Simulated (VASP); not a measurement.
Crystal: Rh.

```xyz
1
Lattice="0.0000 1.9104 1.9104 1.9104 0.0000 1.9104 1.9104 1.9104 0.0000" Properties=species:S:1:pos:R:3 pbc="T T T"
Rh    0.0000    0.0000    0.0000
```

Base run:

| Quantity | Value |
| --- | --- |
| Program | VASP 6.6.1 |
| Functional | r2SCAN |
| Potentials or basis | VASP PAW PBE potentials, release 64 (Rh_sv_GW) |
| Cutoff | 580 eV |
| k mesh | 12 × 12 × 12 |
| Occupations | fermi-dirac, width 0.05 eV |
| Spin | no spin polarisation |

Its results: pressure -6.2 GPa.

Problem. The run is repeated on the same cell with these changes: potentials or basis from VASP PAW PBE potentials, release 64 (Rh_sv_GW) to VASP PAW PBE potentials, release 64 (Rh_pv); cutoff from 580 eV to 520 eV; valence electrons from 17 to 15. What comes out?

Solution. Pressure -3.5 GPa.

Caveats: the PAW data sets were made with another functional, which shifts forces and pressure a little.
